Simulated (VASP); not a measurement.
## BeS: single point with PBE

The system is BeS.

```
CELL_PARAMETERS angstrom
0.00000 2.42500 2.42500
2.42500 0.00000 2.42500
2.42500 2.42500 0.00000
ATOMIC_POSITIONS crystal
Be 0.00000 0.00000 0.00000
S 0.25000 0.25000 0.25000
```

| Property | Result |
| --- | --- |
| Program | VASP 6.6.1 |
| Task | single point |
| Functional | PBE |
| Potentials or basis | VASP PAW PBE potentials, release 64 (Be, S) |
| Cutoff | 520 eV |
| k mesh | 10 × 10 × 10 |
| Occupations | gaussian, width 0.05 eV |
| Spin | no spin polarisation |

```
Pressure               : 1.6 GPa
Band gap on the k mesh : 3.11 eV, indirect (least direct gap 5.67 eV)
```

Levels at points of the mesh, in eV from the valence-band top:
```
           k point  band 1  band 2  band 3  band 4  band 5  band 6  band 7  band 8  band 9
(0.00, 0.00, 0.00)  -13.69    0.00    0.00    0.00    5.67    5.67    5.67    5.89   12.81
(0.50, 0.00, 0.00)  -12.08   -5.79   -1.03   -1.03    5.48    6.56    6.56   11.21   14.94
(0.50, 0.50, 0.00)  -11.54   -5.02   -2.64   -2.64    3.11    4.92   12.78   12.78   15.56
```

It took 10 s on 1 thread of Intel Xeon 6975P-C (shared host), peak memory 0.15 GiB.

A k mesh can miss the band edges. A hybrid or GW would open this gap; PBE tends to underestimate it.
